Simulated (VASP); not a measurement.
# Ti (P6_3/mmc) in VASP: a series of runs, part 2 of 2

VASP 6.6.1. The steps go on from the part before.

## Step 5: Single point, PBE (strain -0.080 along x and y, -0.080 along z)

Input file INCAR:

```
PREC = Accurate
ENCUT = 520
EDIFF = 1E-6
ISMEAR = 0
SIGMA = 0.15
LREAL = F
LASPH = T
NELM = 100
ALGO = Normal
ISIF = 2
LWAVE = F
LCHARG = T
GGA = PE
LELF = T
LVHAR = T
NBANDS = 19
```

Input file KPOINTS:

```
regular mesh
0
Gamma
  18 18 10
```

Input file POSCAR:

```
Ti
1.0
    2.7139980316      0.0000000000      0.0000000000
   -1.3569990158      2.3503912412      0.0000000000
    0.0000000000      0.0000000000      4.3111200000
Ti
2
Direct
    0.3333333333      0.6666666667      0.2500000000
    0.6666666667      0.3333333333      0.7500000000
```

Potentials or basis: VASP PAW PBE potentials, release 64 (Ti_sv).

Started as:

```console
$ cat potpaw_PBE.64/Ti_sv/POTCAR > POTCAR
$ mpirun -np 1 vasp_std > vasp.out
```

OUTCAR:

```text
PREC = Accurate
   ENCUT = 520
   EDIFF = 1E-6
   ISMEAR = 0
   LREAL = F
   LASPH = T
   NELM = 100
   ISIF = 2
   GGA = PE

 ion  position               nearest neighbor table
   1  0.333  0.667  0.250-   2 2.66   2 2.66   2 2.66   2 2.66   2 2.66   2 2.66
   2  0.667  0.333  0.750-   1 2.66   1 2.66   1 2.66   1 2.66   1 2.66   1 2.66

  LATTYP: Found a hexagonal cell.
 ALAT       =     2.7139980316
 C/A-ratio  =     1.5884757284

  Lattice vectors:

 A1 = (   2.7139980316,   0.0000000000,   0.0000000000)
 A2 = (  -1.3569990158,   2.3503912412,   0.0000000000)
 A3 = (   0.0000000000,   0.0000000000,   4.3111200000)

Analysis of symmetry for initial positions (statically):
=====================================================================
 Subroutine PRICEL returns:
 Original cell was already a primitive cell.

 Routine SETGRP: Setting up the symmetry group for a
 hexagonal supercell.

 Subroutine GETGRP returns: Found 24 space group operations
 (whereof 12 operations were pure point group operations)
 out of a pool of 24 trial point group operations.

The static configuration has the point symmetry D_3d.
 The point group associated with its full space group is D_6h.

Analysis of symmetry for dynamics (positions and initial velocities):
=====================================================================
 Subroutine PRICEL returns:
 Original cell was already a primitive cell.

 Routine SETGRP: Setting up the symmetry group for a
 hexagonal supercell.

 Subroutine GETGRP returns: Found 24 space group operations
 (whereof 12 operations were pure point group operations)
 out of a pool of 24 trial point group operations.

The dynamic configuration has the point symmetry D_3d.
 The point group associated with its full space group is D_6h.

 Subroutine INISYM returns: Found 24 space group operations
 (whereof 12 operations are pure point group operations),
 and found     1 'primitive' translations

----------------------------------------------------------------------------------------

                                     Primitive cell

  volume of cell :      27.5004

  direct lattice vectors                    reciprocal lattice vectors
     2.713998032  0.000000000  0.000000000     0.368460105  0.212730541  0.000000000
    -1.356999016  2.350391241  0.000000000     0.000000000  0.425461082  0.000000000
     0.000000000  0.000000000  4.311120000     0.000000000  0.000000000  0.231958285

  length of vectors
     2.713998032  2.713998032  4.311120000     0.425461082  0.425461082  0.231958285

  position of ions in fractional coordinates (direct lattice)
     0.333333333  0.666666667  0.250000000
     0.666666667  0.333333333  0.750000000

  ion indices of the primitive-cell ions
   primitive index   ion index
                 1           1
                 2           2

----------------------------------------------------------------------------------------

 KPOINTS: regular mesh

Automatic generation of k-mesh.
 Grid dimensions read from file:
 generate k-points for:   18   18   10

 Generating k-lattice:

  Cartesian coordinates                     Fractional coordinates (reciprocal lattice)
     0.020470006  0.011818363  0.000000000     0.055555556 -0.000000000  0.000000000
     0.000000000  0.023636727  0.000000000     0.000000000  0.055555556  0.000000000
     0.000000000  0.000000000  0.023195828     0.000000000  0.000000000  0.100000000

  Length of vectors
     0.023636727  0.023636727  0.023195828

  Shift w.r.t. Gamma in fractional coordinates (k-lattice)
     0.000000000  0.000000000  0.000000000

 Subroutine IBZKPT returns following result:
 ===========================================

 Found    222 irreducible k-points:

 Following reciprocal coordinates:
            Coordinates               Weight
  0.000000  0.000000  0.000000      1.000000
  0.055556 -0.000000  0.000000      6.000000
  0.111111 -0.000000  0.000000      6.000000
  0.166667 -0.000000  0.000000      6.000000
  0.222222 -0.000000  0.000000      6.000000
  0.277778 -0.000000  0.000000      6.000000
[... 16 lines left out ...]
  0.333333  0.111111  0.000000     12.000000
  0.388889  0.111111  0.000000     12.000000
 [... further k-points ...]
   k-points           NKPTS =    222   k-points in BZ     NKDIM =    222   number of bands    NBANDS=     19
   number of dos      NEDOS =    301   number of ions     NIONS =      2
   total plane-waves  NPLWV =  12800
   dimension x,y,z NGX =    20 NGY =   20 NGZ =   32
   dimension x,y,z NGXF=    40 NGYF=   40 NGZF=   64
   ions per type =               2
   NGX,Y,Z   is equivalent  to a cutoff of  12.25, 12.25, 12.34 a.u.
   NGXF,Y,Z  is equivalent  to a cutoff of  24.50, 24.50, 24.68 a.u.
 SYSTEM =  unknown system
   PREC   = accura    normal or accurate (medium, high low for compatibility)
   ISTART =      0    job   : 0-new  1-cont  2-samecut
   ICHARG =      2    charge: 1-file 2-atom 10-const
   ISPIN  =      1    spin polarized calculation?
   LNONCOLLINEAR =      F non collinear calculations
   LSORBIT =      F    spin-orbit coupling
   LASPH  =      T    aspherical Exc in radial PAW
   ENCUT  =  520.0 eV  38.22 Ry    6.18 a.u.   5.05  5.05  8.02*2*pi/ulx,y,z
   NELM   =    100;   NELMIN=  2; NELMDL= -5     # of ELM steps
   EDIFF  = 0.1E-05   stopping-criterion for ELM
   LREAL  =      F    real-space projection
[... 7 lines left out ...]
   TEBEG  =    0.0;   TEEND  =   0.0 temperature during run
   PSTRESS=    0.0 pullay stress
   NELECT =      24.0000    total number of electrons
   NUPDOWN=      -1.0000    fix difference up-down
   EMIN   =  10.00;   EMAX   =-10.00  energy-range for DOS
   EFERMI =   0.00;   METHOD = LEGACY
   ISMEAR =     0;   SIGMA  =   0.15  broadening in eV -4-tet -1-fermi 0-gaus
   EFERMI_NEDOS =   21; number of points for ismear=-14 and -15
   IALGO  =     38    algorithm
   IMIX   =      4    mixing-type and parameters
     AMIX     =   0.40;   BMIX     =  1.00
     AMIX_MAG =   1.60;   BMIX_MAG =  1.00
  volume/ion in A,a.u.               =      13.75        92.79
  Fermi-wavevector in a.u.,A,eV,Ry     =   1.564463  2.956406 33.300867  2.447545
  Thomas-Fermi vector in A             =   2.667083
   LORBIT       =      0    0 simple, 1 ext, 2 COOP (PROOUT), +10 PAW based schemes
   GGA     = PE    functional components
   LHFCALC =     F    Hartree Fock is set to
   AEXX    =    0.0000 exact exchange contribution
   IVDW    =     0    specifies the selected vdW correction
   LEPSILON=     F    determine dielectric tensor
   LRPA    =     F    only Hartree local field effects (RPA)
 non-spin polarized calculation
 Gauss-broadening in eV      SIGMA  =   0.15
  energy-cutoff  :      520.00
  volume of cell :       27.50
 maximum number of plane-waves:       760
   NGX = 11   NGY = 11   NGZ = 17

 number of electron      24.0000007 magnetization

 Free energy of the ion-electron system (eV)
  ---------------------------------------------------
  ext. energy  EPLUGINS =         0.00000000
  ---------------------------------------------------
  free energy    TOTEN  =       -14.95026570 eV

  energy without entropy =      -14.92904304  energy(sigma->0) =      -14.93965437

 E-fermi :  11.0525     XC(G=0): -12.6454

 val. band max:       11.0458016685   @ k =   0.1667  -0.0000   0.3000
 cond. band min:      11.0550605046   @ k =   0.3333   0.2778   0.3000
 fundamental gap:      0.0092588361
 Fermi energy:        11.0525368265

 k-point     1 :       0.0000    0.0000    0.0000
  band No.  band energies     occupation
      1     -45.4975      2.00000
      2     -45.1606      2.00000
      3     -22.4164      2.00000
      4     -21.1370      2.00000
      5     -21.1370      2.00000
      6     -20.9620      2.00000
[... 11 lines left out ...]
     18      13.1136      0.00000
     19      15.1782      0.00000

 k-point     2 :       0.0556   -0.0000    0.0000
  band No.  band energies     occupation
      1     -45.4899      2.00000
      2     -45.1574      2.00000
      3     -22.4024      2.00000
      4     -21.1674      2.00000
      5     -21.1470      2.00000
      6     -20.9744      2.00000
[... 476 lines left out ...]
 k-point    24 :       0.3889    0.1111    0.0000
  band No.  band energies     occupation
      1     -45.2021      2.00000
      2     -45.0919      2.00000
      3     -22.0869      2.00000
      4     -21.8357      2.00000
      5     -21.7805      2.00000
      6     -21.4856      2.00000
[... 11 lines left out ...]
     18      15.6558      0.00000
     19      16.7492      0.00000

 [... further k-points ...]

------------------------ aborting loop because EDIFF is reached ----------------------------------------

  FORCE on cell =-STRESS in cart. coord.  units (eV):
  Direction    XX          YY          ZZ          XY          YZ          ZX
  --------------------------------------------------------------------------------------
  -------------------------------------------------------------------------------------
  Total        6.5577102      6.5577102      6.6892888      0.0000000     -0.0000000      0.0000000
  in kB      382.0524649    382.0524649    389.7182351      0.0000000     -0.0000000      0.0000000
  external PRESSURE =     384.6077216 kB  Pullay stress =       0.0000000 kB

 VOLUME and BASIS-vectors are now :
 -----------------------------------------------------------------------------
  energy-cutoff  :      520.00
  volume of cell :       27.50
      direct lattice vectors                 reciprocal lattice vectors
     2.713998032  0.000000000  0.000000000     0.368460105  0.212730541  0.000000000
    -1.356999016  2.350391241  0.000000000     0.000000000  0.425461082  0.000000000
     0.000000000  0.000000000  4.311120000     0.000000000  0.000000000  0.231958285

 POSITION                                       TOTAL-FORCE (eV/Angst)
 -----------------------------------------------------------------------------------
     -0.00000      1.56693      1.07778        -0.000000     -0.000000      0.000000
      1.35700      0.78346      3.23334         0.000000      0.000000      0.000000
 -----------------------------------------------------------------------------------
    total drift:                               -0.000000      0.000000     -0.000000

  FREE ENERGIE OF THE ION-ELECTRON SYSTEM (eV)
  ---------------------------------------------------
  free  energy   TOTEN  =       -14.9502657033 eV

  energy  without entropy=      -14.9290430378  energy(sigma->0) =      -14.93965437
```

stdout:

```text
POSCAR found type information on POSCAR Ti
 POSCAR found :  1 types and       2 ions
 scaLAPACK will be used
 LDA part: xc-table for (Slater+PW92), standard interpolation
 POSCAR, INCAR and KPOINTS ok, starting setup
 FFT: planning ... GRIDC
 FFT: planning ... GRID_SOFT
 FFT: planning ... GRID
 WAVECAR not read
 entering main loop
```

Run time: 56 s. Hardware: 1 thread of Intel Xeon Platinum 8488C (Sapphire Rapids), shared host; peak memory 0.2 GiB.

Results:

| Quantity | Value |
| --- | --- |
| Free energy | -14.9503 eV |
| Pressure | 38.5 GPa |
| Band gap on the k mesh | zero (bands 12 and 13 overlap by 1.23 eV) |

Stress tensor (GPa, compression positive):
```
38.21  0.00  0.00
 0.00 38.21  0.00
 0.00  0.00 38.97
```

Caveat: the cell differs from its parent crystal (strain -0.080 along x and y, -0.080 along z); the cell stands under pressure.

## Step 6: Single point, PBE (strain +0.080 along x and y, +0.040 along z)

Input file INCAR:

```
SYSTEM = Ti
  ALGO = Fast
  EDIFF = 1E-7
  ENCUT = 520
  GGA = PE
  ISIF = 2
  ISMEAR = 0
  LASPH = .True.
  LCHARG = .True.
  LELF = .True.
  LREAL = .False.
  LVHAR = .True.
  LWAVE = .False.
  NBANDS = 19
  NELM = 60
  PREC = Accurate
  SIGMA = 0.15
```

Input file KPOINTS:

```
k-points
0
Gamma
  18 18 10
  0 0 0
```

Input file POSCAR:

```
Ti
1.0
    3.1859976892      0.0000000000      0.0000000000
   -1.5929988446      2.7591549353      0.0000000000
    0.0000000000      0.0000000000      4.8734400000
Ti
2
Direct
    0.3333333333      0.6666666667      0.2500000000
    0.6666666667      0.3333333333      0.7500000000
```

Potentials or basis: VASP PAW PBE potentials, release 64 (Ti_sv).

Started as:

```console
$ cat potpaw_PBE.64/Ti_sv/POTCAR > POTCAR
$ mpirun -np 1 vasp_std > vasp.out
```

Run time: 5.2 min. Hardware: 1 thread of Intel Xeon Platinum 8488C (Sapphire Rapids), shared host; peak memory 0.26 GiB.

Results (log left out):

| Item | Value |
| --- | --- |
| Free energy | -15.2059 eV |
| Pressure | -15.8 GPa |
| Band gap on the k mesh | zero (bands 12 and 13 overlap by 0.90 eV) |

Stress tensor (GPa, compression positive):
```
-16.47   0.00   0.00
  0.00 -16.47   0.00
  0.00   0.00 -14.37
```

Levels at points of the mesh, in eV from the Fermi level:
```
           k point  band 9  band 10  band 11  band 12  band 13  band 14  band 15  band 16
(0.00, 0.00, 0.00)   -5.66    -2.17     0.61     0.61     0.64     0.87     1.01     1.01
(0.50, 0.00, 0.00)   -2.13    -1.65    -1.34    -0.83     0.29     0.55     1.01     2.43
(0.00, 0.00, 0.50)   -3.98    -3.98     0.19     0.19     0.49     0.49     0.49     0.49
(0.50, 0.00, 0.50)   -2.05    -2.05    -0.57    -0.57     0.88     0.88     1.27     1.27
```

Caveat: the cell differs from its parent crystal (strain +0.080 along x and y, +0.040 along z); the cell stands under tension.

## Step 7: Overview

| cell | gap on the mesh (eV) | pressure (GPa) |
| --- | --- | --- |
| a = 3.068, b = 3.068, c = 4.873 Å, angles 90.0, 90.0, 120.0°, 2 atoms | none | -11.7 |
| a = 3.186, b = 3.186, c = 4.686 Å, angles 90.0, 90.0, 120.0°, 2 atoms | none | -13.6 |
| a = 3.068, b = 3.068, c = 5.061 Å, angles 90.0, 90.0, 120.0°, 2 atoms | none | -13.8 |
| a = 2.714, b = 2.714, c = 4.311 Å, angles 90.0, 90.0, 120.0°, 2 atoms | none | 38.5 |
| a = 3.186, b = 3.186, c = 4.873 Å, angles 90.0, 90.0, 120.0°, 2 atoms | none | -15.8 |

Alike in all rows: task single point; level PBE; potentials or basis VASP PAW PBE potentials, release 64 (Ti_sv); no spin polarisation; k mesh 18 × 18 × 10; cutoff (eV) 520; smearing gaussian 0.15 eV.

Caveats: the cell stands under tension (at least some runs); the stress differs along the axes, from -15 to -10 GPa (at least some runs); the cell stands under pressure (at least some runs).

Total energies depend on the potentials used, so only differences within one code and one set of settings carry meaning.
